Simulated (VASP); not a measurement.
A run of VASP 6.6.1 is set up as follows.

The input POSCAR:

```
InAs
1.0
    0.0000000000      2.7535100108      2.7535100108
    2.7535100108      0.0000000000      2.7535100108
    2.7535100108      2.7535100108      0.0000000000
In As
1 1
Direct
    0.5000000000      0.5000000000      0.5000000000
    0.0000000000      0.0000000000      0.0000000000
```

Contents of INCAR.step1:

```
SYSTEM = InAs
PREC     = Accurate       ! precision mode
ENCUT    = 550            ! plane-wave cutoff, eV
ISMEAR   = 0              ! smearing method
SIGMA    = 0.1            ! smearing width, eV
LREAL    = .False.        ! projectors in reciprocal space
LASPH    = .True.         ! aspherical terms in the spheres
NELM     = 120            ! most SCF steps
NBANDS   = 16             ! bands
GGA      = PE             ! functional
ALGO     = Normal         ! electronic algorithm
EDIFF    = 1E-5           ! SCF threshold, eV
LWAVE    = .True.         ! write WAVECAR
LCHARG   = .False.        ! write CHGCAR
GGA_COMPAT= .False.
```

File INCAR.step2:

```
SYSTEM = InAs
PREC     = Accurate       ! precision mode
ENCUT    = 550            ! plane-wave cutoff, eV
EDIFF    = 1E-6           ! SCF threshold, eV
ISMEAR   = 0              ! smearing method
SIGMA    = 0.1            ! smearing width, eV
LREAL    = .False.        ! projectors in reciprocal space
LASPH    = .True.         ! aspherical terms in the spheres
NELM     = 120            ! most SCF steps
ALGO     = Normal         ! electronic algorithm
ISIF     = 2              ! what is computed and relaxed
LWAVE    = .False.        ! write WAVECAR
LCHARG   = .False.        ! write CHGCAR
METAGGA  = R2SCAN         ! meta-GGA
LMIXTAU  = .True.       
LUSE_VDW = .True.       
IVDW_NL  = 2            
BPARAM   = 11.95        
CPARAM   = 0.0093       
NBANDS   = 16             ! bands
ISTART   = 1            
GGA_COMPAT= .False.
```

File KPOINTS:

```
regular mesh
0
Gamma
  14 14 14
  0 0 0
```

Potentials or basis: VASP PAW PBE potentials, release 64 (In_d, As).

Command:

```console
$ cat potpaw_PBE.64/In_d/POTCAR potpaw_PBE.64/As/POTCAR > POTCAR
$ cp INCAR.step1 INCAR
$ mpirun -np 1 vasp_std > vasp.out
$ cp INCAR.step2 INCAR
$ mpirun -np 1 vasp_std > vasp.out
```

Task: Estimate the pressure.

Result: 7.9 GPa.

Task: What does it give for the band gap on the k mesh?

Result: Zero (bands 9 and 10 overlap by 3.05 eV).

Caveat: the cell stands under pressure; the PAW data sets were made with another functional, which shifts forces and pressure a little; spin-orbit coupling is left out, which moves the levels of the heavy elements.
